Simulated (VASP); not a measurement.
# Ca9Mg7O16 (P1) in VASP: single point with PBEsol

Aim: the single point of Ca9Mg7O16 with PBEsol.

All numbers are computed with VASP 6.6.1; they aren't measurements. Logs are shortened: lines on timing, memory, paths and dates and some standing lists are left out, and cuts for length are marked.

### 1 The cell of the first run

The typed cell holds 64 atoms: a = 9.114 Å, b = 9.114 Å, c = 9.114 Å, α = 90.00°, β = 90.00°, γ = 90.00°.

### 2 Single point, PBEsol

Input file INCAR:

```
ALGO     = Normal         # electronic algorithm
EDIFF    = 1E-7           # SCF threshold, eV
ENCUT    = 520            # plane-wave cutoff, eV
GGA      = PS             # functional
ISIF     = 2              # what is computed and relaxed
ISMEAR   = -1             # smearing method
ISYM     = 0            
LASPH    = True           # aspherical terms in the spheres
LCHARG   = False          # write CHGCAR
LREAL    = Auto         
LWAVE    = False          # write WAVECAR
NBANDS   = 238            # bands
NELM     = 80             # most SCF steps
PREC     = Accurate       # precision mode
SIGMA    = 0.05           # smearing width, eV
```

Input file KPOINTS:

```
Automatic mesh
0
Gamma
  1 1 1
  0.25 0.25 0.25
```

Input file POSCAR:

```
Ca9Mg7O16
1.0
    9.1143922465      0.0000000000      0.0000000000
    0.0000000000      9.1143922465      0.0000000000
    0.0000000000      0.0000000000      9.1143922465
O Mg Ca
32 14 18
Direct
    0.2522510000      0.0000150000      0.0161370000
    0.2496760000      0.0026790000      0.4838150000
    0.2597720000      0.4994700000      0.0167600000
    0.2506310000      0.4967140000      0.4847950000
    0.7462690000      0.0009740000      0.0151320000
    0.7491260000      0.0101050000      0.4832290000
    0.7385410000      0.4980530000      0.0155520000
    0.7477010000      0.4888820000      0.4843890000
    0.9995710000      0.2392550000      0.9832050000
    0.0024130000      0.2484030000      0.5151600000
    0.0009800000      0.7604850000      0.9844080000
    0.0101640000      0.7513280000      0.5155680000
    0.4990220000      0.2467240000      0.9838130000
    0.4964520000      0.2493510000      0.5161370000
    0.4980570000      0.7527100000      0.9848200000
    0.4889380000      0.7498990000      0.5167310000
    0.9992780000      0.0000630000      0.2352740000
    0.9996020000      0.9996670000      0.7620960000
    0.9988980000      0.4996670000      0.2471860000
    0.9993600000      0.5000840000      0.7527770000
    0.4993380000      0.9999090000      0.2355400000
    0.4991130000      0.9996230000      0.7644150000
    0.4993660000      0.4994250000      0.2378580000
    0.4989650000      0.4997110000      0.7646850000
    0.2495390000      0.2498280000      0.2644190000
    0.2493030000      0.2495060000      0.7355360000
    0.2497140000      0.7496980000      0.2646820000
    0.2492530000      0.7499730000      0.7378580000
    0.7490630000      0.2497910000      0.2620980000
    0.7494200000      0.2493200000      0.7352790000
    0.7493210000      0.7495160000      0.2527780000
    0.7495960000      0.7497120000      0.7471820000
    0.0000250000      0.0000130000      0.9997670000
    0.4989750000      0.0000820000      0.9999790000
    0.4990160000      0.4990610000      0.0001910000
    0.2497190000      0.2492590000      0.4999770000
    0.2496970000      0.7502350000      0.5001950000
    0.7486990000      0.2493230000      0.4997660000
    0.2503600000      0.0006630000      0.2499790000
    0.2532390000      0.4988310000      0.2529770000
    0.7485320000      0.0034690000      0.2469790000
    0.7453260000      0.4955420000      0.2499790000
    0.0001200000      0.2457980000      0.7469780000
    0.0034380000      0.7537330000      0.7499790000
    0.4982940000      0.2487170000      0.7499810000
    0.4955160000      0.7505420000      0.7529780000
    0.0012970000      0.0015750000      0.4993170000
    0.9994220000      0.4995990000      0.9999790000
    0.0012450000      0.4977740000      0.4999850000
    0.4975290000      0.0014900000      0.4999740000
    0.4974540000      0.4977240000      0.5006400000
    0.2511820000      0.2478500000      0.9999760000
    0.2512760000      0.7516130000      0.0006260000
    0.7474180000      0.2477540000      0.9993340000
    0.7474520000      0.7515810000      0.9999820000
    0.7492740000      0.7497600000      0.4999800000
    0.2497000000      0.0000650000      0.7499660000
    0.2508680000      0.4994370000      0.7469870000
    0.7490590000      0.0012320000      0.7530000000
    0.7474170000      0.4977820000      0.7499600000
    0.9996010000      0.2481480000      0.2529780000
    0.0012570000      0.7516110000      0.2499970000
    0.4989770000      0.2493230000      0.2499780000
    0.4978060000      0.7499570000      0.2469650000
```

Potentials or basis: VASP PAW PBE potentials, release 64 (O, Mg, Ca_sv).

Started as:

```sh
> cat potpaw_PBE.64/O/POTCAR potpaw_PBE.64/Mg/POTCAR potpaw_PBE.64/Ca_sv/POTCAR > POTCAR
> mpirun -np 1 vasp_std > vasp.out
```

OUTCAR:

```text
EDIFF = 1E-7
   ENCUT = 520
   GGA = PS
   ISIF = 2
   ISMEAR = -1
   ISYM = 0
   LASPH = True
   LREAL = Auto
   NELM = 80
   PREC = Accurate

 ion  position               nearest neighbor table
   1  0.252  0.000  0.016-  39 2.13  34 2.25  52 2.26  53 2.27  33 2.30  57 2.43
   2  0.250  0.003  0.484-  39 2.13  36 2.25  50 2.26  47 2.27  37 2.31  57 2.43
   3  0.260  0.499  0.017-  40 2.15  35 2.19  52 2.30  53 2.30  48 2.38  58 2.46
   4  0.251  0.497  0.485-  40 2.11  51 2.25  36 2.26  49 2.28  37 2.31  58 2.39
   5  0.746  0.001  0.015-  41 2.11  54 2.25  34 2.26  55 2.28  33 2.32  59 2.39
   6  0.749  0.010  0.483-  41 2.15  38 2.19  50 2.30  47 2.30  56 2.38  59 2.46
[... 60 lines left out ...]
  50  0.498  0.001  0.500-   2 2.26  14 2.26  16 2.30   6 2.30  21 2.41  22 2.41  36 3.19  39 3.20
                            45 3.20  38 3.22  37 3.22  46 3.25  41 3.25
  51  0.497  0.498  0.501-   4 2.25  14 2.27   8 2.29  16 2.30  23 2.40  24 2.41  40 3.17  36 3.20
                            45 3.21  42 3.21  38 3.22  37 3.22  46 3.26
  52  0.251  0.248  1.000-   1 2.26  13 2.26   9 2.30   3 2.30  26 2.41  25 2.41  34 3.19  45 3.20
                            39 3.20  33 3.22  35 3.22  40 3.25  43 3.25
  53  0.251  0.752  0.001-  15 2.25   1 2.27  11 2.29   3 2.30  28 2.40  27 2.41  46 3.17  34 3.20
                            39 3.21  44 3.21  33 3.22  35 3.22  40 3.26
  54  0.747  0.248  0.999-   5 2.25  13 2.27   7 2.29   9 2.30  29 2.40  30 2.41  41 3.17  34 3.20
                            42 3.21  45 3.21  35 3.22  33 3.22  43 3.26
  55  0.747  0.752  1.000-   5 2.28  15 2.28  31 2.30  32 2.30  11 2.32   7 2.32  34 3.20  41 3.22
                            46 3.22  35 3.23  33 3.23  44 3.26  42 3.26
  56  0.749  0.750  0.500-  31 2.25  32 2.25  16 2.38   6 2.38   8 2.38  12 2.38  44 3.25  42 3.25
                            41 3.27  46 3.27
  57  0.250  0.000  0.750-  22 2.28  26 2.28  28 2.28  18 2.28   2 2.43   1 2.43  44 3.17  43 3.19
                            46 3.19  45 3.20  36 3.22  34 3.22  33 3.22  37 3.22
  58  0.251  0.499  0.747-  24 2.27  26 2.28  28 2.29  20 2.29   4 2.39   3 2.46  46 3.20  36 3.20
                            37 3.21  45 3.21  35 3.23  44 3.23  43 3.25
  59  0.749  0.001  0.753-  30 2.27  22 2.28  18 2.29  32 2.29   5 2.39   6 2.46  43 3.19  34 3.20
                            33 3.21  45 3.21  38 3.23  44 3.23  46 3.25
  60  0.747  0.498  0.750-  24 2.27  30 2.27  32 2.30  20 2.30   8 2.42   7 2.42  45 3.21  35 3.21
                            38 3.21  46 3.25  43 3.25  44 3.30
  61  1.000  0.248  0.253-  17 2.27  25 2.28  29 2.29  19 2.29  10 2.39   9 2.46  41 3.20  36 3.20
                            38 3.21  39 3.21  33 3.23  42 3.23  40 3.25
  62  0.001  0.752  0.250-  17 2.27  27 2.27  31 2.30  19 2.30  12 2.42  11 2.42  39 3.21  33 3.21
                            37 3.21  41 3.25  40 3.25  42 3.30
  63  0.499  0.249  0.250-  21 2.28  25 2.28  29 2.28  23 2.28  14 2.43  13 2.43  42 3.17  40 3.19
                            41 3.19  39 3.20  34 3.22  36 3.22  38 3.22  35 3.22
  64  0.498  0.750  0.247-  27 2.27  21 2.28  23 2.28  31 2.29  15 2.39  16 2.46  40 3.20  34 3.20
                            35 3.21  39 3.21  37 3.23  42 3.24  41 3.25

IMPORTANT INFORMATION: All symmetrisations will be switched off!
NOSYMM: (Re-)initialisation of all symmetry stuff for point group C_1.

----------------------------------------------------------------------------------------

                                     Primitive cell

  volume of cell :     757.1521

  direct lattice vectors                    reciprocal lattice vectors
     9.114392246  0.000000000  0.000000000     0.109716586  0.000000000  0.000000000
     0.000000000  9.114392246  0.000000000     0.000000000  0.109716586  0.000000000
     0.000000000  0.000000000  9.114392246     0.000000000  0.000000000  0.109716586

  length of vectors
     9.114392246  9.114392246  9.114392246     0.109716586  0.109716586  0.109716586

  position of ions in fractional coordinates (direct lattice)
     0.252251000  0.000015000  0.016137000
     0.249676000  0.002679000  0.483815000
     0.259772000  0.499470000  0.016760000
     0.250631000  0.496714000  0.484795000
     0.746269000  0.000974000  0.015132000
     0.749126000  0.010105000  0.483229000
[... 56 lines left out ...]
     0.498977000  0.249323000  0.249978000
     0.497806000  0.749957000  0.246965000

  ion indices of the primitive-cell ions
   primitive index   ion index
                 1           1
                 2           2
                 3           3
                 4           4
                 5           5
[... 90 lines left out ...]
 -0.250000 -0.250000  0.250000      2.000000
  0.250000 -0.250000  0.250000      2.000000
   k-points           NKPTS =      4   k-points in BZ     NKDIM =      4   number of bands    NBANDS=    238
   number of dos      NEDOS =    301   number of ions     NIONS =     64
   total plane-waves  NPLWV = 343000
   dimension x,y,z NGX =    70 NGY =   70 NGZ =   70
   dimension x,y,z NGXF=   140 NGYF=  140 NGZF=  140
   ions per type =              32  14  18
   NGX,Y,Z   is equivalent  to a cutoff of  12.77, 12.77, 12.77 a.u.
   NGXF,Y,Z  is equivalent  to a cutoff of  25.54, 25.54, 25.54 a.u.
 SYSTEM =  unknown system
   PREC   = accura    normal or accurate (medium, high low for compatibility)
   ISTART =      0    job   : 0-new  1-cont  2-samecut
   ICHARG =      2    charge: 1-file 2-atom 10-const
   ISPIN  =      1    spin polarized calculation?
   LNONCOLLINEAR =      F non collinear calculations
   LSORBIT =      F    spin-orbit coupling
   LASPH  =      T    aspherical Exc in radial PAW
   ENCUT  =  520.0 eV  38.22 Ry    6.18 a.u.  16.95 16.95 16.95*2*pi/ulx,y,z
   NELM   =     80;   NELMIN=  2; NELMDL= -5     # of ELM steps
   EDIFF  = 0.1E-06   stopping-criterion for ELM
   LREAL  =      T    real-space projection
   EDIFFG = 0.1E-05   stopping-criterion for IOM
   NSW    =      0    number of steps for IOM
   IBRION =     -1    ionic relax: 0-MD 1-quasi-New 2-CG
   NFREE  =      0    steps in history (QN), initial steepest desc. (CG)
   ISIF   =      2    stress and relaxation
   ISYM   =      0    0-nonsym 1-usesym 2-fastsym
   POTIM  = 0.5000    time-step for ionic-motion
   TEBEG  =    0.0;   TEEND  =   0.0 temperature during run
   PSTRESS=    0.0 pullay stress
   NELECT =     400.0000    total number of electrons
   NUPDOWN=      -1.0000    fix difference up-down
   EMIN   =  10.00;   EMAX   =-10.00  energy-range for DOS
   EFERMI =   0.00;   METHOD = LEGACY
   ISMEAR =    -1;   SIGMA  =   0.05  broadening in eV -4-tet -1-fermi 0-gaus
   EFERMI_NEDOS =   21; number of points for ismear=-14 and -15
   IALGO  =     38    algorithm
   IMIX   =      4    mixing-type and parameters
     AMIX     =   0.40;   BMIX     =  1.00
     AMIX_MAG =   1.60;   BMIX_MAG =  1.00
  volume/ion in A,a.u.               =      11.83        79.84
  Fermi-wavevector in a.u.,A,eV,Ry     =   1.323428  2.500917 23.830097  1.751463
  Thomas-Fermi vector in A             =   2.453037
   LORBIT       =      0    0 simple, 1 ext, 2 COOP (PROOUT), +10 PAW based schemes
   GGA     = PS    functional components
   LHFCALC =     F    Hartree Fock is set to
   AEXX    =    0.0000 exact exchange contribution
   IVDW    =     0    specifies the selected vdW correction
   LEPSILON=     F    determine dielectric tensor
   LRPA    =     F    only Hartree local field effects (RPA)
 non-spin polarized calculation
  energy-cutoff  :      520.00
  volume of cell :      757.15
 maximum number of plane-waves:     20408
 NGX is ok and might be reduce to    70
   NGX = 33   NGY = 33   NGZ = 33

 number of electron     400.0000064 magnetization

 Free energy of the ion-electron system (eV)
  ---------------------------------------------------
  ext. energy  EPLUGINS =         0.00000000
  ---------------------------------------------------
  free energy    TOTEN  =      -410.18902726 eV

  energy without entropy =     -410.18902726  energy(sigma->0) =     -410.18902726

 E-fermi :   3.7148     XC(G=0): -10.9774

 val. band max:        2.3612208925   @ k =  -0.2500   0.2500   0.2500
 cond. band min:       7.4174540313   @ k =  -0.2500   0.2500   0.2500
 fundamental gap:      5.0562331389
 Fermi energy:         3.7148309957

 k-point     1 :       0.2500    0.2500    0.2500
  band No.  band energies     occupation
      1     -34.5191      2.00000
      2     -34.5133      2.00000
      3     -34.3825      2.00000
      4     -34.3661      2.00000
      5     -34.3655      2.00000
      6     -34.3617      2.00000
[... 849 lines left out ...]
    211       8.5790      0.00000
    212       8.6353      0.00000
 [bands above 212 left out]

------------------------ aborting loop because EDIFF is reached ----------------------------------------

  FORCE on cell =-STRESS in cart. coord.  units (eV):
  Direction    XX          YY          ZZ          XY          YZ          ZX
  --------------------------------------------------------------------------------------
  -------------------------------------------------------------------------------------
  Total        8.1428784      8.1334726    -11.4487410      0.1877429     -0.0015029     -0.0007619
  in kB       17.2307979     17.2108947    -24.2261928      0.3972748     -0.0031802     -0.0016122
  external PRESSURE =       3.4051666 kB  Pullay stress =       0.0000000 kB

 VOLUME and BASIS-vectors are now :
 -----------------------------------------------------------------------------
  energy-cutoff  :      520.00
  volume of cell :      757.15
      direct lattice vectors                 reciprocal lattice vectors
     9.114392246  0.000000000  0.000000000     0.109716586  0.000000000  0.000000000
     0.000000000  9.114392246  0.000000000     0.000000000  0.109716586  0.000000000
     0.000000000  0.000000000  9.114392246     0.000000000  0.000000000  0.109716586

 POSITION                                       TOTAL-FORCE (eV/Angst)
 -----------------------------------------------------------------------------------
      2.29911      0.00014      0.14708         0.004203     -0.001804      0.038136
      2.27564      0.02442      4.40968        -0.000505     -0.001964     -0.037366
      2.36766      4.55237      0.15276         0.040372      0.000268      0.040707
      2.28435      4.52725      4.41861        -0.003814      0.000677     -0.037457
      6.80179      0.00888      0.13792         0.001794     -0.003194      0.042643
      6.82783      0.09210      4.40434        -0.000138      0.042766     -0.036460
[... 56 lines left out ...]
      4.54787      2.27243      2.27840         0.001272      0.001340     -0.000014
      4.53720      6.83540      2.25094         0.002843     -0.002468      0.004622
 -----------------------------------------------------------------------------------
    total drift:                                0.012669     -0.002808      0.004101

  FREE ENERGIE OF THE ION-ELECTRON SYSTEM (eV)
  ---------------------------------------------------
  free  energy   TOTEN  =      -410.1890272562 eV

  energy  without entropy=     -410.1890272562  energy(sigma->0) =     -410.18902726
```

It took 42 min on 1 thread of Intel Xeon Platinum 8375C at 2.90GHz (Ice Lake), shared host; peak memory 0.96 GiB.

Results:

| Quantity | Value |
| --- | --- |
| Free energy | -410.1890 eV |
| Pressure | 0.3 GPa |
| Largest force | 0.060 eV/Å |
| Band gap on the k mesh | 5.06 eV |

Forces in eV/Å, atoms in the order of the input:
```
O    0.004 -0.002  0.038
O   -0.001 -0.002 -0.037
O    0.040  0.000  0.041
O   -0.004  0.001 -0.037
O    0.002 -0.003  0.043
O    0.000  0.043 -0.036
O   -0.038  0.006  0.039
O    0.004 -0.040 -0.037
O    0.000 -0.038 -0.037
O   -0.001  0.002  0.039
O   -0.003  0.043 -0.042
O    0.039 -0.004  0.037
O    0.002 -0.001 -0.038
O    0.001  0.002  0.037
O    0.007  0.005 -0.042
O   -0.045 -0.001  0.036
O    0.003 -0.001 -0.036
O    0.000 -0.002  0.036
O   -0.001  0.002  0.006
O   -0.003  0.000 -0.008
O    0.004 -0.001 -0.037
O    0.003 -0.001  0.038
O    0.003  0.001 -0.037
O    0.001  0.000  0.038
O    0.000  0.000  0.038
O   -0.006 -0.004 -0.039
O   -0.003 -0.003  0.040
O    0.001 -0.002 -0.034
O    0.000 -0.003  0.033
O   -0.004 -0.005 -0.042
O   -0.001 -0.003 -0.003
O    0.000 -0.002  0.003
Mg  -0.001  0.000 -0.001
Mg   0.002  0.000  0.000
Mg   0.001  0.001  0.001
Mg   0.000  0.002  0.000
Mg   0.001  0.001  0.001
Mg  -0.001  0.001 -0.001
Mg   0.000 -0.001  0.000
Mg   0.004  0.001  0.002
Mg   0.000  0.002 -0.003
Mg  -0.004 -0.001  0.000
Mg   0.001 -0.004 -0.003
Mg   0.001  0.004  0.000
Mg   0.001 -0.002  0.000
Mg  -0.002  0.000  0.003
Ca  -0.007 -0.003  0.000
Ca   0.000  0.002  0.000
Ca  -0.007  0.007  0.000
Ca   0.005 -0.005  0.000
Ca   0.003  0.008  0.000
Ca  -0.007  0.008  0.000
Ca  -0.007 -0.004  0.001
Ca   0.004  0.007 -0.002
Ca   0.006 -0.006  0.000
Ca   0.000 -0.001  0.000
Ca  -0.002 -0.002  0.000
Ca  -0.002  0.001  0.003
Ca   0.003 -0.004 -0.005
Ca   0.004  0.001  0.002
Ca  -0.002  0.002 -0.003
Ca  -0.002 -0.004 -0.002
Ca   0.001  0.001  0.000
Ca   0.003 -0.002  0.005
```

Levels at points of the mesh, in eV from the valence-band top:
```csv
k point,band 197,band 198,band 199,band 200,band 201,band 202,band 203,band 204
"(0.25, 0.25, 0.25)",-0.21,-0.19,-0.05,0.00,5.06,5.07,5.09,5.22
```

Caveat: the PAW data sets were made with another functional, which shifts forces and pressure a little; a shifted mesh leaves out Γ, where band edges can lie. A k mesh can miss the band edges.
